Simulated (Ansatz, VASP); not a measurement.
# Two plane-wave programs on Al2O3

POSCAR

```
Al2O3
1.0
    4.6137770000      0.0000000000      0.0000000000
    0.0000000000      9.5632790000      0.0000000000
    0.0000000000      0.0000000000      3.1198620000
Al O
4 6
Direct
    0.9829750000      0.8245730000      0.0000000000
    0.0170250000      0.1754270000      0.0000000000
    0.4829750000      0.6754270000      0.5000000000
    0.5170250000      0.3245730000      0.5000000000
    0.5000000000      0.5000000000      0.5000000000
    0.1236350000      0.7530500000      0.5000000000
    0.3763650000      0.2530500000      0.0000000000
    0.6236350000      0.7469500000      0.0000000000
    0.0000000000      0.0000000000      0.0000000000
    0.8763650000      0.2469500000      0.5000000000
```

Contents of INCAR.step1:

```
SYSTEM = Al2O3
PREC     = Accurate       ! precision mode
ENCUT    = 520            ! plane-wave cutoff, eV
ISMEAR   = -1             ! smearing method
SIGMA    = 0.05           ! smearing width, eV
LREAL    = .False.        ! projectors in reciprocal space
LASPH    = .True.         ! aspherical terms in the spheres
NELM     = 80             ! most SCF steps
NBANDS   = 35             ! bands
GGA      = PE             ! functional
ALGO     = Normal         ! electronic algorithm
EDIFF    = 1E-4           ! SCF threshold, eV
LWAVE    = .True.         ! write WAVECAR
LCHARG   = .False.        ! write CHGCAR
```

The input INCAR.step2:

```
SYSTEM = Al2O3
PREC     = Accurate       ! precision mode
ENCUT    = 520            ! plane-wave cutoff, eV
EDIFF    = 1E-6           ! SCF threshold, eV
ISMEAR   = -1             ! smearing method
SIGMA    = 0.05           ! smearing width, eV
LREAL    = .False.        ! projectors in reciprocal space
LASPH    = .True.         ! aspherical terms in the spheres
NELM     = 80             ! most SCF steps
ALGO     = Normal         ! electronic algorithm
ISIF     = 2              ! what is computed and relaxed
LWAVE    = .False.        ! write WAVECAR
LCHARG   = .False.        ! write CHGCAR
METAGGA  = R2SCAN         ! meta-GGA
LMIXTAU  = .True.       
NBANDS   = 35             ! bands
ISTART   = 1
```

Contents of KPOINTS:

```
regular mesh
0
Gamma
  6 3 9
  0 0 0
```

input.yaml

```yaml
crystal:
  lattice:
    - [4.613777, 0.0, 0.0]
    - [0.0, 9.563279, 0.0]
    - [0.0, 0.0, 3.119862]
  atoms:
    - { symbol: Al, position: [0.982975, 0.824573, 0.0] }
    - { symbol: Al, position: [0.017025, 0.175427, 0.0] }
    - { symbol: Al, position: [0.482975, 0.675427, 0.5] }
    - { symbol: Al, position: [0.517025, 0.324573, 0.5] }
    - { symbol: O, position: [0.5, 0.5, 0.5] }
    - { symbol: O, position: [0.123635, 0.75305, 0.5] }
    - { symbol: O, position: [0.376365, 0.25305, 0.0] }
    - { symbol: O, position: [0.623635, 0.74695, 0.0] }
    - { symbol: O, position: [0.0, 0.0, 0.0] }
    - { symbol: O, position: [0.876365, 0.24695, 0.5] }
hamiltonian:
  xc: r2scan
  pseudopotentials: { kind: paw }
kpoints:
  mp_grid: { grid: [6, 3, 9] }
  band_path:
    path:
      - [[0.0, 0.0, 0.0], [0.0, 0.0, 0.5], [0.5, 0.0, 0.5], [0.5, 0.0, 0.0], [0.0, 0.0, 0.0], [0.0, 0.5, 0.0], [0.0, 0.5, 0.5], [0.5, 0.5, 0.5], [0.5, 0.5, 0.0], [0.0, 0.5, 0.0]]
      - [[0.5, 0.0, 0.0], [0.5, 0.5, 0.0]]
      - [[0.0, 0.5, 0.5], [0.0, 0.0, 0.5]]
      - [[0.5, 0.0, 0.5], [0.5, 0.5, 0.5]]
    npoints: 10
scf:
  occupations: { method: fermi_dirac, width: 0.05 }
  n_extra_bands: 25
output:
  forces: true
  stress: true
  eigenvalues: true
  fatbands: false
  write_density: true
  write_potential: true
  elf: true
  volumetric_format: npy
```

Alike in both runs: functional r2SCAN; k mesh 6 × 3 × 9; occupations fermi-dirac, width 0.05 eV; no spin polarisation.

|  | VASP | Ansatz |
| --- | --- | --- |
| version | VASP 6.6.1 | Ansatz 0.2.0 |
| potentials or method | VASP PAW PBE potentials, release 64 (Al, O) | Ansatz PAW |
| plane-wave cutoff (eV) | 520 | 500 |
| valence electrons in the cell | 48 | 48 |
| task | single point | band structure |

VASP gave:

| Item | Value |
| --- | --- |
| gap on the k mesh at the Fermi level (eV) | 4.11 |
| least direct gap on the mesh (eV) | 4.11 |
| pressure (GPa) | -4.2 |
| traceless stress, the component that is largest in VASP (GPa) | -3.54 |
| rms of the force components (eV/Å) | 0.090 |

Which values does Ansatz return?

gap on the k mesh at the Fermi level (eV): 4.12; least direct gap on the mesh (eV): 4.12; pressure (GPa): -4.1; traceless stress, the component that is largest in VASP (GPa): -3.34; rms of the force components (eV/Å): 0.083.

VASP's potentials were made for PBE, not for r2SCAN. Atom by atom the forces differ by 0.021 eV/Å (rms over components).
